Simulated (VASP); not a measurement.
# Mo (Im-3m) in VASP: a series of runs

Runs on Mo. Level: LDA. Tasks: single point, relaxation of cell and atoms.

Everything below comes from runs of VASP 6.6.1. Logs are shortened: lines on timing, memory, paths and dates and some standing lists are left out, and cuts for length are marked.

## 1. The cell of the first run

It takes space group Im-3m (No. 229, cubic). Conventional cell: a = 3.113 Å, b = 3.113 Å, c = 3.113 Å, α = 90.00°, β = 90.00°, γ = 90.00°. Within 3.6 Å of Mo (site symmetry m-3m) lie 14 Mo at 2.70 to 3.11 Å.

## 2. Single point, LDA

File INCAR:

```
ALGO = Normal
EDIFF = 1E-6
ENCUT = 520
ISIF = 2
ISMEAR = -1
LASPH = T
LCHARG = F
LREAL = F
LWAVE = F
NBANDS = 13
NELM = 60
PREC = Accurate
SIGMA = 0.1
```

File KPOINTS:

```
k-points
0
Gamma
  14 14 14
```

File POSCAR:

```
Mo
1.0
   -1.5565653770      1.5565653770      1.5565653770
    1.5565653770     -1.5565653770      1.5565653770
    1.5565653770      1.5565653770     -1.5565653770
Mo
1
Direct
    0.0000000000      0.0000000000      0.0000000000
```

Potentials or basis: VASP PAW LDA potentials, release 64 (Mo_sv).

Launch:

```sh
> cat potpaw_LDA.64/Mo_sv/POTCAR > POTCAR
> mpirun -np 1 vasp_std > vasp.out
```

OUTCAR:

```text
EDIFF = 1E-6
   ENCUT = 520
   ISIF = 2
   ISMEAR = -1
   LASPH = T
   LREAL = F
   NELM = 60
   PREC = Accurate

 ion  position               nearest neighbor table
   1  0.000  0.000  0.000-

  LATTYP: Found a body centered cubic cell.
 ALAT       =     3.1131307540

  Lattice vectors:

 A1 = (  -1.5565653770,   1.5565653770,   1.5565653770)
 A2 = (   1.5565653770,  -1.5565653770,   1.5565653770)
 A3 = (   1.5565653770,   1.5565653770,  -1.5565653770)

Analysis of symmetry for initial positions (statically):
=====================================================================
 Subroutine PRICEL returns:
 Original cell was already a primitive cell.

 Routine SETGRP: Setting up the symmetry group for a
 body centered cubic supercell.

 Subroutine GETGRP returns: Found 48 space group operations
 (whereof 48 operations were pure point group operations)
 out of a pool of 48 trial point group operations.

The static configuration has the point symmetry O_h .

Analysis of symmetry for dynamics (positions and initial velocities):
=====================================================================
 Subroutine PRICEL returns:
 Original cell was already a primitive cell.

 Routine SETGRP: Setting up the symmetry group for a
 body centered cubic supercell.

 Subroutine GETGRP returns: Found 48 space group operations
 (whereof 48 operations were pure point group operations)
 out of a pool of 48 trial point group operations.

The dynamic configuration has the point symmetry O_h .

 Subroutine INISYM returns: Found 48 space group operations
 (whereof 48 operations are pure point group operations),
 and found     1 'primitive' translations

----------------------------------------------------------------------------------------

                                     Primitive cell

  volume of cell :      15.0856

  direct lattice vectors                    reciprocal lattice vectors
    -1.556565377  1.556565377  1.556565377     0.000000000  0.321220045  0.321220045
     1.556565377 -1.556565377  1.556565377     0.321220045  0.000000000  0.321220045
     1.556565377  1.556565377 -1.556565377     0.321220045  0.321220045  0.000000000

  length of vectors
     2.696050318  2.696050318  2.696050318     0.454273744  0.454273744  0.454273744

  position of ions in fractional coordinates (direct lattice)
     0.000000000  0.000000000  0.000000000

  ion indices of the primitive-cell ions
   primitive index   ion index
                 1           1

----------------------------------------------------------------------------------------

 KPOINTS: k-points

Automatic generation of k-mesh.
 Grid dimensions read from file:
 generate k-points for:   14   14   14

 Generating k-lattice:

  Cartesian coordinates                     Fractional coordinates (reciprocal lattice)
     0.000000000  0.022944289  0.022944289     0.071428571  0.000000000  0.000000000
     0.022944289  0.000000000  0.022944289     0.000000000  0.071428571  0.000000000
     0.022944289  0.022944289  0.000000000     0.000000000  0.000000000  0.071428571

  Length of vectors
     0.032448125  0.032448125  0.032448125

  Shift w.r.t. Gamma in fractional coordinates (k-lattice)
     0.000000000  0.000000000  0.000000000

 Subroutine IBZKPT returns following result:
 ===========================================

 Found    104 irreducible k-points:

 Following reciprocal coordinates:
            Coordinates               Weight
  0.000000  0.000000  0.000000      1.000000
  0.071429  0.000000  0.000000     12.000000
  0.142857  0.000000  0.000000     12.000000
  0.214286  0.000000  0.000000     12.000000
  0.285714  0.000000  0.000000     12.000000
  0.357143  0.000000  0.000000     12.000000
[... 16 lines left out ...]
  0.285714  0.285714  0.000000     24.000000
  0.357143  0.285714  0.000000     24.000000
 [... further k-points ...]
   k-points           NKPTS =    104   k-points in BZ     NKDIM =    104   number of bands    NBANDS=     13
   number of dos      NEDOS =    301   number of ions     NIONS =      1
   total plane-waves  NPLWV =   8000
   dimension x,y,z NGX =    20 NGY =   20 NGZ =   20
   dimension x,y,z NGXF=    40 NGYF=   40 NGZF=   40
   ions per type =               1
   NGX,Y,Z   is equivalent  to a cutoff of  12.33, 12.33, 12.33 a.u.
   NGXF,Y,Z  is equivalent  to a cutoff of  24.67, 24.67, 24.67 a.u.
 SYSTEM =  unknown system
   PREC   = accura    normal or accurate (medium, high low for compatibility)
   ISTART =      0    job   : 0-new  1-cont  2-samecut
   ICHARG =      2    charge: 1-file 2-atom 10-const
   ISPIN  =      1    spin polarized calculation?
   LNONCOLLINEAR =      F non collinear calculations
   LSORBIT =      F    spin-orbit coupling
   LASPH  =      T    aspherical Exc in radial PAW
   ENCUT  =  520.0 eV  38.22 Ry    6.18 a.u.   5.01  5.01  5.01*2*pi/ulx,y,z
   NELM   =     60;   NELMIN=  2; NELMDL= -5     # of ELM steps
   EDIFF  = 0.1E-05   stopping-criterion for ELM
   LREAL  =      F    real-space projection
   EDIFFG = 0.1E-04   stopping-criterion for IOM
   NSW    =      0    number of steps for IOM
   IBRION =     -1    ionic relax: 0-MD 1-quasi-New 2-CG
   NFREE  =      0    steps in history (QN), initial steepest desc. (CG)
   ISIF   =      2    stress and relaxation
   ISYM   =      2    0-nonsym 1-usesym 2-fastsym
   POTIM  = 0.5000    time-step for ionic-motion
   TEBEG  =    0.0;   TEEND  =   0.0 temperature during run
   PSTRESS=    0.0 pullay stress
   NELECT =      14.0000    total number of electrons
   NUPDOWN=      -1.0000    fix difference up-down
   EMIN   =  10.00;   EMAX   =-10.00  energy-range for DOS
   EFERMI =   0.00;   METHOD = LEGACY
   ISMEAR =    -1;   SIGMA  =   0.10  broadening in eV -4-tet -1-fermi 0-gaus
   EFERMI_NEDOS =   21; number of points for ismear=-14 and -15
   IALGO  =     38    algorithm
   IMIX   =      4    mixing-type and parameters
     AMIX     =   0.40;   BMIX     =  1.00
     AMIX_MAG =   1.60;   BMIX_MAG =  1.00
  volume/ion in A,a.u.               =      15.09       101.80
  Fermi-wavevector in a.u.,A,eV,Ry     =   1.596848  3.017604 34.693800  2.549922
  Thomas-Fermi vector in A             =   2.694546
   LORBIT       =      0    0 simple, 1 ext, 2 COOP (PROOUT), +10 PAW based schemes
   GGA     = CA    functional components
   LHFCALC =     F    Hartree Fock is set to
   AEXX    =    0.0000 exact exchange contribution
   IVDW    =     0    specifies the selected vdW correction
   LEPSILON=     F    determine dielectric tensor
   LRPA    =     F    only Hartree local field effects (RPA)
 non-spin polarized calculation
  energy-cutoff  :      520.00
  volume of cell :       15.09
 maximum number of plane-waves:       420
   NGX =  9   NGY =  9   NGZ =  9

 number of electron      13.9999996 magnetization

 Free energy of the ion-electron system (eV)
  ---------------------------------------------------
  ext. energy  EPLUGINS =         0.00000000
  ---------------------------------------------------
  free energy    TOTEN  =       -12.13086877 eV

  energy without entropy =      -12.10108370  energy(sigma->0) =      -12.11597623

 E-fermi :  13.0813     XC(G=0): -13.8040

 val. band max:       13.0700655157   @ k =  -0.2857   0.3571   0.2143
 cond. band min:      13.0946325508   @ k =  -0.1429   0.2143   0.0714
 fundamental gap:      0.0245670351
 Fermi energy:        13.0812523238

 k-point     1 :       0.0000    0.0000    0.0000
  band No.  band energies     occupation
      1     -47.8992      2.00000
      2     -21.2513      2.00000
      3     -21.2513      2.00000
      4     -21.2513      2.00000
      5       5.7111      2.00000
      6      11.6009      2.00000
      7      11.6009      2.00000
      8      11.6009      2.00000
      9      14.7391      0.00000
     10      14.7391      0.00000
     11      27.9257      0.00000
     12      27.9257      0.00000
     13      27.9257      0.00000

 k-point     2 :       0.0714    0.0000    0.0000
  band No.  band energies     occupation
      1     -47.8841      2.00000
      2     -21.3361      2.00000
      3     -21.2773      2.00000
      4     -21.2521      2.00000
      5       5.9462      2.00000
      6      11.4668      2.00000
      7      11.5778      2.00000
      8      11.8240      1.99999
      9      14.5432      0.00000
     10      14.7423      0.00000
     11      28.1048      0.00000
     12      28.3231      0.00000
     13      28.4085      0.00000

 k-point     3 :       0.1429    0.0000    0.0000
  band No.  band energies     occupation
      1     -47.8415      2.00000
      2     -21.5696      2.00000
      3     -21.3493      2.00000
      4     -21.2541      2.00000
      5       6.5870      2.00000
      6      11.1123      2.00000
      7      11.4698      2.00000
      8      12.4782      1.99520
      9      14.2041      0.00003
     10      14.7668      0.00000
     11      28.4596      0.00000
     12      29.4610      0.00000
     13      29.4642      0.00000
[... 305 lines left out ...]
 k-point    23 :       0.2857    0.2857    0.0000
  band No.  band energies     occupation
      1     -47.5587      2.00000
      2     -22.5324      2.00000
      3     -22.1114      2.00000
      4     -21.4422      2.00000
      5       8.9684      2.00000
      6      10.0961      2.00000
      7      11.2655      2.00000
      8      14.7558      0.00000
      9      15.6180      0.00000
     10      21.5305      0.00000
     11      24.2421      0.00000
     12      26.0367      0.00000
     13      30.3150      0.00000

 k-point    24 :       0.3571    0.2857    0.0000
  band No.  band energies     occupation
      1     -47.5488      2.00000
      2     -22.4731      2.00000
      3     -22.2297      2.00000
      4     -21.4504      2.00000
      5       8.9962      2.00000
      6      10.2819      2.00000
      7      11.0899      2.00000
      8      15.0092      0.00000
      9      15.5359      0.00000
     10      22.8730      0.00000
     11      23.5625      0.00000
     12      25.0209      0.00000
     13      30.6857      0.00000

 [... further k-points ...]
[... 5 lines left out ...]
  --------------------------------------------------------------------------------------
  -------------------------------------------------------------------------------------
  Total        0.1169124      0.1169124      0.1169124      0.0000000      0.0000000      0.0000000
  in kB       12.4167774     12.4167774     12.4167774      0.0000000      0.0000000      0.0000000
  external PRESSURE =      12.4167774 kB  Pullay stress =       0.0000000 kB

 VOLUME and BASIS-vectors are now :
 -----------------------------------------------------------------------------
  energy-cutoff  :      520.00
  volume of cell :       15.09
      direct lattice vectors                 reciprocal lattice vectors
    -1.556565377  1.556565377  1.556565377     0.000000000  0.321220045  0.321220045
     1.556565377 -1.556565377  1.556565377     0.321220045  0.000000000  0.321220045
     1.556565377  1.556565377 -1.556565377     0.321220045  0.321220045  0.000000000

 POSITION                                       TOTAL-FORCE (eV/Angst)
 -----------------------------------------------------------------------------------
      0.00000      0.00000      0.00000        -0.000000      0.000000     -0.000000
 -----------------------------------------------------------------------------------
    total drift:                                0.000000     -0.000000      0.000000

  FREE ENERGIE OF THE ION-ELECTRON SYSTEM (eV)
  ---------------------------------------------------
  free  energy   TOTEN  =       -12.1308687658 eV

  energy  without entropy=      -12.1010837038  energy(sigma->0) =      -12.11597623
```

Run time: 11 s. Hardware: 1 thread of Intel Xeon 6975P-C (Granite Rapids), shared host; peak memory 0.13 GiB.

Results:

```yaml
Free_energy: -12.1309 eV
Pressure: 1.2 GPa
Band_gap_on_the_k_mesh: zero (band 7 reaches 17.26 eV, above the bottom of band 8 at 11.60 eV)
```

Levels at points of the mesh, in eV from the Fermi level:
```
           k point  band 5  band 6  band 7  band 8  band 9  band 10
(0.00, 0.00, 0.00)   -7.37   -1.48   -1.48   -1.48    1.66     1.66
(0.50, 0.00, 0.00)   -5.59   -3.62    1.72    1.79    2.37     5.00
(0.50, 0.50, 0.50)   -5.78   -5.78    4.18    4.18    4.18     9.30
```

## 3. Single point, LDA

File INCAR:

```
SYSTEM = Mo
PREC = Accurate
ENCUT = 520
EDIFF = 1E-6
ISMEAR = -1
SIGMA = 0.1
LREAL = .FALSE.
LASPH = .TRUE.
NELM = 60
ALGO = Normal
ISIF = 2
LWAVE = .FALSE.
LCHARG = .FALSE.
NBANDS = 13
```

File KPOINTS:

```
regular mesh
0
G
  14 14 14
  0 0 0
```

POSCAR is that of step 2.

Potentials or basis: VASP PAW LDA potentials, release 64 (Mo_sv).

Launch:

```sh
> cat potpaw_LDA.64/Mo_sv/POTCAR > POTCAR
> mpirun -np 1 vasp_std > vasp.out
```

Run time: 10 s. Hardware: 1 thread of Intel Xeon 6975P-C (Granite Rapids), shared host; peak memory 0.13 GiB.

It converged, with:

| Property | Result |
| --- | --- |
| Free energy | -12.1309 eV |
| Pressure | 1.2 GPa |
| Band gap on the k mesh | zero (band 7 reaches 17.26 eV, above the bottom of band 8 at 11.60 eV) |

Levels at points of the mesh, in eV from the Fermi level:
| k point | band 3 | band 4 | band 5 | band 6 | band 7 | band 8 | band 9 | band 10 | band 11 | band 12 |
| --- | --- | --- | --- | --- | --- | --- | --- | --- | --- | --- |
| (0.00, 0.00, 0.00) | -34.33 | -34.33 | -7.37 | -1.48 | -1.48 | -1.48 | 1.66 | 1.66 | 14.84 | 14.84 |
| (0.50, 0.00, 0.00) | -34.84 | -34.35 | -5.59 | -3.62 | 1.72 | 1.79 | 2.37 | 5.00 | 12.00 | 12.16 |
| (0.50, 0.50, 0.50) | -35.42 | -35.42 | -5.78 | -5.78 | 4.18 | 4.18 | 4.18 | 9.30 | 9.30 | 9.30 |

## 4. Relaxation of cell and atoms, LDA

This run uses another cell than the first one, of 15.58 Å³/atom, 1.033 times its volume.

File INCAR:

```
PREC = Accurate
ENCUT = 600
EDIFF = 1E-6
ISMEAR = -1
SIGMA = 0.1
LREAL = False
LASPH = True
NELM = 60
ALGO = Normal
ISIF = 3
LWAVE = False
LCHARG = False
GGA = CA
IBRION = 2
NSW = 100
EDIFFG = -0.002
```

File KPOINTS:

```
Automatic mesh
0
Gamma
  14 14 14
```

File POSCAR:

```
Mo
1.0
   -1.5734150000      1.5734150000      1.5734150000
    1.5734150000     -1.5734150000      1.5734150000
    1.5734150000      1.5734150000     -1.5734150000
Mo
1
Direct
    0.0000000000      0.0000000000      0.0000000000
```

Launch:

```sh
> cat potpaw_LDA.64/Mo_sv/POTCAR > POTCAR
> mpirun -np 1 vasp_std > vasp.out
```

It took 52 s on 1 thread of Intel Xeon 6975P-C (Granite Rapids), shared host; peak memory 0.15 GiB.

The run converged. Its results:

* Free energy: -12.1314 eV
* Relaxed volume: 15.15 Å³/atom
* Relaxed cell: a = 2.700 Å, b = 2.700 Å, c = 2.700 Å, α = 109.47°, β = 109.47°, γ = 109.47°
* Space group after relaxing (to 0.05 Å): Im-3m (No. 229)
* Energy gained by relaxing: 10.6 meV/atom
* Ionic steps: 7
* Pressure after relaxing: 0.0 GPa
* Band gap on the k mesh: zero (band 7 reaches 17.17 eV, above the bottom of band 8 at 11.54 eV)

The path:
```csv
step,energy change (eV),largest force (eV/Å),pressure (GPa),volume (Å³)
1,0.0000,0.0000,-7.70,15.58
2,0.0874,0.0000,28.13,13.95
3,-0.0106,0.0000,-0.28,15.16
4,-0.0106,0.0000,-0.03,15.15
5,-0.0106,0.0000,0.11,15.14
6,-0.0106,0.0000,-0.23,15.16
7,-0.0106,0.0000,0.02,15.15
```

Final structure:
```
Mo
1.0
    -1.55870    1.55870    1.55870
     1.55870   -1.55870    1.55870
     1.55870    1.55870   -1.55870
Mo
1
Direct
  0.00000 0.00000 0.00000
```

Levels at points of the mesh, in eV from the Fermi level:
| k point | band 5 | band 6 | band 7 | band 8 | band 9 | band 10 |
| --- | --- | --- | --- | --- | --- | --- |
| (0.00, 0.00, 0.00) | -7.36 | -1.47 | -1.47 | -1.47 | 1.65 | 1.65 |
| (0.50, 0.00, 0.00) | -5.56 | -3.60 | 1.71 | 1.77 | 2.35 | 4.97 |
| (0.50, 0.50, 0.50) | -5.74 | -5.74 | 4.16 | 4.16 | 4.16 | 9.27 |

[end of part 1 of 2]
